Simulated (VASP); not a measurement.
# Sb in VASP: notebook, part 2 of 3

VASP 6.6.1. Earlier steps stand in the parts before.

### 3 Single point, PBE (biaxial strain in the a-b plane: -4.0 %)

The input, INCAR:

```
SYSTEM = Sb
  PREC = Accurate
  ENCUT = 520
  EDIFF = 1E-6
  ISMEAR = 0
  SIGMA = 0.1
  LREAL = .False.
  LASPH = .True.
  NELM = 100
  ALGO = Normal
  ISIF = 2
  LWAVE = .False.
  LCHARG = .False.
  GGA = PE
  NBANDS = 12
```

The input, KPOINTS:

```
regular mesh
0
Gamma
  14 10 10
  0 0 0
```

The input, POSCAR:

```
Sb
1.0
    2.9860588476      0.0000000000      0.0000000000
    0.0000000000      4.2205669159      0.0000000000
   -0.0091163641      0.0000000000      4.5006098868
Sb
2
Direct
    0.0000004961      0.7500000000      0.7499872578
    0.9999995039      0.2500000000      0.2500127422
```

Potentials or basis: VASP PAW PBE potentials, release 64 (Sb).

The run is started by

```
> cat potpaw_PBE.64/Sb/POTCAR > POTCAR
> mpirun -np 1 vasp_std > vasp.out
```

Run time: 74 s. Hardware: 1 thread of Intel Xeon Platinum 8488C (Sapphire Rapids), shared host; peak memory 0.37 GiB.

Results (log left out):

```
Free energy            : -8.1264 eV
Pressure               : 3.7 GPa
Band gap on the k mesh : zero (band 5 reaches 12.86 eV, above the bottom of band 6 at 4.28 eV)
```

Stress tensor (GPa, compression positive):
```
7.24 0.00 0.03
0.00 2.60 0.00
0.03 0.00 1.34
```

Levels at points of the mesh, in eV from the Fermi level:
```tsv
k point	band 1	band 2	band 3	band 4	band 5	band 6	band 7	band 8	band 9	band 10
(0.00, 0.00, 0.00)	-12.78	-7.72	-4.18	-3.43	1.99	2.97	3.26	4.05	6.80	7.07
(0.50, 0.00, 0.00)	-9.87	-5.97	-4.24	-2.05	-1.90	-1.15	4.30	4.99	5.12	5.38
(0.00, 0.50, 0.00)	-10.90	-10.90	-1.82	-1.82	-1.49	-1.49	5.84	5.84	8.85	8.85
(0.50, 0.50, 0.00)	-7.93	-7.93	-4.28	-4.28	0.54	0.54	1.39	1.39	5.17	5.17
(0.00, 0.00, 0.50)	-11.07	-11.07	-1.34	-1.34	-0.85	-0.85	5.70	5.70	7.19	7.19
(0.50, 0.00, 0.50)	-8.12	-8.12	-4.42	-4.42	1.02	1.02	2.07	2.07	5.70	5.70
(0.00, 0.50, 0.50)	-10.30	-10.30	-5.90	-5.90	5.00	5.00	6.14	6.14	8.93	8.93
(0.50, 0.50, 0.50)	-7.20	-7.20	-3.93	-3.93	-3.50	-3.50	2.04	2.04	7.49	7.49
```

Caveat: the cell differs from its parent crystal (biaxial strain in the a-b plane: -4.0 %); spin-orbit coupling is left out, which moves the levels of the heavy elements.

### 4 Single point, PBE (strain along c alone, the other axes held: +6.0 %, then relaxed in part)

The input, INCAR:

```
SYSTEM = Sb
PREC = Accurate
ENCUT = 520
EDIFF = 1E-6
ISMEAR = 0
SIGMA = 0.1
LREAL = .False.
LASPH = .True.
NELM = 60
ALGO = Normal
ISIF = 2
LWAVE = .False.
LCHARG = .False.
GGA = PE
NBANDS = 12
```

The input, KPOINTS:

```
Automatic mesh
0
Gamma
  14 10 10
  0 0 0
```

The input, POSCAR:

```
Sb
1.0
    3.1104788375      0.0000000000     -0.0004032323
    0.0000000000      4.3964238707      0.0000000000
   -0.0100659853      0.0000000000      4.6588344531
Sb
2
Direct
    0.0001822398      0.7500000000      0.7499297071
    0.9998177602      0.2500000000      0.2500702929
```

Potentials or basis: VASP PAW PBE potentials, release 64 (Sb).

The run is started by

```
> cat potpaw_PBE.64/Sb/POTCAR > POTCAR
> mpirun -np 1 vasp_std > vasp.out
```

OUTCAR:

```text
SYSTEM = Sb
   PREC = Accurate
   ENCUT = 520
   EDIFF = 1E-6
   ISMEAR = 0
   LREAL = .False.
   LASPH = .True.
   NELM = 60
   ISIF = 2
   GGA = PE

 ion  position               nearest neighbor table
   1  0.000  0.750  0.750-   2 3.20   2 3.20   2 3.20   2 3.20
   2  1.000  0.250  0.250-   1 3.20   1 3.20   1 3.20   1 3.20

  LATTYP: Found a simple monoclinic cell.
 ALAT       =     3.1104788636
 B/A-ratio  =     1.4134234835
 C/A-ratio  =     1.4977903827
 COS(beta)  =    -0.0022902545

  Lattice vectors:

 A1 = (   3.1104788375,   0.0000000000,  -0.0004032323)
 A2 = (   0.0000000000,   4.3964238707,   0.0000000000)
 A3 = (  -0.0100659853,   0.0000000000,   4.6588344531)

Analysis of symmetry for initial positions (statically):
=====================================================================
 Subroutine PRICEL returns:
 Original cell was already a primitive cell.

 Routine SETGRP: Setting up the symmetry group for a
 simple monoclinic supercell.

 Subroutine GETGRP returns: Found  4 space group operations
 (whereof  2 operations were pure point group operations)
 out of a pool of  4 trial point group operations.

The static configuration has the point symmetry S_2 .
 The point group associated with its full space group is C_2h.

Analysis of symmetry for dynamics (positions and initial velocities):
=====================================================================
 Subroutine PRICEL returns:
 Original cell was already a primitive cell.

 Routine SETGRP: Setting up the symmetry group for a
 simple monoclinic supercell.

 Subroutine GETGRP returns: Found  4 space group operations
 (whereof  2 operations were pure point group operations)
 out of a pool of  4 trial point group operations.

The dynamic configuration has the point symmetry S_2 .
 The point group associated with its full space group is C_2h.

 Subroutine INISYM returns: Found  4 space group operations
 (whereof  2 operations are pure point group operations),
 and found     1 'primitive' translations

----------------------------------------------------------------------------------------

                                     Primitive cell

  volume of cell :      63.7095

  direct lattice vectors                    reciprocal lattice vectors
     3.110478838  0.000000000 -0.000403232     0.321493999  0.000000000  0.000694627
     0.000000000  4.396423871  0.000000000     0.000000000  0.227457595  0.000000000
    -0.010065985  0.000000000  4.658834453     0.000027826  0.000000000  0.214646021

  length of vectors
     3.110478864  4.396423871  4.658845327     0.321494749  0.227457595  0.214646023

  position of ions in fractional coordinates (direct lattice)
     0.000182240  0.750000000  0.749929707
     0.999817760  0.250000000  0.250070293

  ion indices of the primitive-cell ions
   primitive index   ion index
                 1           1
                 2           2

----------------------------------------------------------------------------------------

 KPOINTS: Automatic mesh

Automatic generation of k-mesh.
 Grid dimensions read from file:
 generate k-points for:   14   10   10

 Generating k-lattice:

  Cartesian coordinates                     Fractional coordinates (reciprocal lattice)
     0.022963857  0.000000000  0.000049616     0.071428571  0.000000000  0.000000000
[... 43 lines left out ...]
   total plane-waves  NPLWV =  31104
   dimension x,y,z NGX =    24 NGY =   36 NGZ =   36
   dimension x,y,z NGXF=    48 NGYF=   72 NGZF=   72
   ions per type =               2
   NGX,Y,Z   is equivalent  to a cutoff of  12.83, 13.61, 12.85 a.u.
   NGXF,Y,Z  is equivalent  to a cutoff of  25.65, 27.23, 25.69 a.u.
 SYSTEM =  Sb
   PREC   = accura    normal or accurate (medium, high low for compatibility)
   ISTART =      0    job   : 0-new  1-cont  2-samecut
   ICHARG =      2    charge: 1-file 2-atom 10-const
   ISPIN  =      1    spin polarized calculation?
   LNONCOLLINEAR =      F non collinear calculations
   LSORBIT =      F    spin-orbit coupling
   LASPH  =      T    aspherical Exc in radial PAW
   ENCUT  =  520.0 eV  38.22 Ry    6.18 a.u.   5.78  8.17  8.66*2*pi/ulx,y,z
   NELM   =     60;   NELMIN=  2; NELMDL= -5     # of ELM steps
   EDIFF  = 0.1E-05   stopping-criterion for ELM
   LREAL  =      F    real-space projection
   EDIFFG = 0.1E-04   stopping-criterion for IOM
   NSW    =      0    number of steps for IOM
   IBRION =     -1    ionic relax: 0-MD 1-quasi-New 2-CG
   NFREE  =      0    steps in history (QN), initial steepest desc. (CG)
   ISIF   =      2    stress and relaxation
   ISYM   =      2    0-nonsym 1-usesym 2-fastsym
   POTIM  = 0.5000    time-step for ionic-motion
   TEBEG  =    0.0;   TEEND  =   0.0 temperature during run
   PSTRESS=    0.0 pullay stress
   NELECT =      10.0000    total number of electrons
   NUPDOWN=      -1.0000    fix difference up-down
   EMIN   =  10.00;   EMAX   =-10.00  energy-range for DOS
   EFERMI =   0.00;   METHOD = LEGACY
   ISMEAR =     0;   SIGMA  =   0.10  broadening in eV -4-tet -1-fermi 0-gaus
   EFERMI_NEDOS =   21; number of points for ismear=-14 and -15
   IALGO  =     38    algorithm
   IMIX   =      4    mixing-type and parameters
     AMIX     =   0.40;   BMIX     =  1.00
     AMIX_MAG =   1.60;   BMIX_MAG =  1.00
  volume/ion in A,a.u.               =      31.85       214.97
  Fermi-wavevector in a.u.,A,eV,Ry     =   0.883094  1.668805 10.610567  0.779855
  Thomas-Fermi vector in A             =   2.003814
   LORBIT       =      0    0 simple, 1 ext, 2 COOP (PROOUT), +10 PAW based schemes
   GGA     = PE    functional components
   LHFCALC =     F    Hartree Fock is set to
   AEXX    =    0.0000 exact exchange contribution
   IVDW    =     0    specifies the selected vdW correction
   LEPSILON=     F    determine dielectric tensor
   LRPA    =     F    only Hartree local field effects (RPA)
 non-spin polarized calculation
 Gauss-broadening in eV      SIGMA  =   0.10
  energy-cutoff  :      520.00
  volume of cell :       63.71
 maximum number of plane-waves:      1756
   NGX = 11   NGY = 17   NGZ = 17

 number of electron      10.0000000 magnetization

 number of electron       9.9999999 magnetization

 Free energy of the ion-electron system (eV)
  ---------------------------------------------------
  ext. energy  EPLUGINS =         0.00000000
  ---------------------------------------------------
  free energy    TOTEN  =        -8.13637403 eV

  energy without entropy =       -8.13103629  energy(sigma->0) =       -8.13370516

 E-fermi :   6.2979     XC(G=0):  -9.3466

 val. band max:        6.2968491509   @ k =  -0.2857   0.0000   0.4000
 cond. band min:       6.2982173727   @ k =   0.1429   0.0000   0.4000
 fundamental gap:      0.0013682217
 Fermi energy:         6.2979471539

 k-point     1 :       0.0000    0.0000    0.0000
  band No.  band energies     occupation
      1      -5.5694      2.00000
      2      -1.3509      2.00000
      3       2.7516      2.00000
      4       3.3527      2.00000
      5       8.7463      0.00000
      6       9.0669      0.00000
      7       9.3253      0.00000
      8       9.9490      0.00000
      9      13.0494      0.00000
     10      13.2294      0.00000
     11      13.3673      0.00000
     12      14.3651      0.00000
[... 331 lines left out ...]
 k-point    24 :       0.5000    0.2000    0.0000
  band No.  band energies     occupation
      1      -2.8735      2.00000
      2       0.6455      2.00000
      3       1.4086      2.00000
      4       4.1652      2.00000
      5       5.0545      2.00000
      6       5.7290      2.00000
      7       9.8498      0.00000
      8       9.9733      0.00000
      9      10.9631      0.00000
     10      11.1385      0.00000
     11      12.6366      0.00000
     12      14.3247      0.00000

 [... further k-points ...]

------------------------ aborting loop because EDIFF is reached ----------------------------------------

  FORCE on cell =-STRESS in cart. coord.  units (eV):
  Direction    XX          YY          ZZ          XY          YZ          ZX
  --------------------------------------------------------------------------------------
  -------------------------------------------------------------------------------------
  Total       -0.3229480     -1.2106794     -1.7931900      0.0000000      0.0000000      0.0156233
  in kB       -8.1215555    -30.4463873    -45.0954702      0.0000000      0.0000000      0.3928980
  external PRESSURE =     -27.8878043 kB  Pullay stress =       0.0000000 kB

 VOLUME and BASIS-vectors are now :
 -----------------------------------------------------------------------------
  energy-cutoff  :      520.00
  volume of cell :       63.71
      direct lattice vectors                 reciprocal lattice vectors
     3.110478838  0.000000000 -0.000403232     0.321493999  0.000000000  0.000694627
     0.000000000  4.396423871  0.000000000     0.000000000  0.227457595  0.000000000
    -0.010065985  0.000000000  4.658834453     0.000027826  0.000000000  0.214646021

 POSITION                                       TOTAL-FORCE (eV/Angst)
 -----------------------------------------------------------------------------------
     -0.00698      3.29732      3.49380        -0.000775     -0.000000     -0.000082
      3.10739      1.09911      1.16463         0.000775      0.000000      0.000082
 -----------------------------------------------------------------------------------
    total drift:                               -0.000000      0.000000     -0.000000

  FREE ENERGIE OF THE ION-ELECTRON SYSTEM (eV)
  ---------------------------------------------------
  free  energy   TOTEN  =        -8.1363740309 eV

  energy  without entropy=       -8.1310362948  energy(sigma->0) =       -8.13370516
```

It took 2.7 min on 1 thread of AMD EPYC 7R13 (Zen 3), shared host; peak memory 0.37 GiB.

What came out:

* Free energy: -8.1364 eV
* Pressure: -2.8 GPa
* Band gap on the k mesh: zero (band 5 reaches 10.83 eV, above the bottom of band 6 at 3.29 eV)

Levels at points of the mesh, in eV from the Fermi level:
```
           k point  band 2  band 3  band 4  band 5  band 6  band 7  band 8  band 9
(0.00, 0.00, 0.00)   -7.65   -3.55   -2.95    2.45    2.77    3.03    3.65    6.75
(0.50, 0.00, 0.00)   -5.15   -4.88   -1.74   -1.60   -1.01    4.57    4.75    5.01
(0.00, 0.50, 0.00)  -10.24   -1.44   -1.44   -1.24   -1.24    5.15    5.15    8.52
(0.50, 0.50, 0.00)   -7.77   -3.66   -3.66    0.56    0.56    1.13    1.13    5.35
(0.00, 0.00, 0.50)  -10.36   -1.06   -1.06   -0.76   -0.76    5.05    5.05    7.21
(0.50, 0.00, 0.50)   -7.90   -3.77   -3.76    0.93    0.93    1.62    1.62    5.78
(0.00, 0.50, 0.50)   -9.79   -5.07   -5.07    4.49    4.49    5.37    5.37    8.69
(0.50, 0.50, 0.50)   -7.25   -3.37   -3.37   -3.01   -3.01    2.49    2.49    6.48
```

Caveat: the cell differs from its parent crystal (strain along c alone, the other axes held: +6.0 %, then relaxed in part); spin-orbit coupling is left out, which moves the levels of the heavy elements.

[end of part 2 of 3]
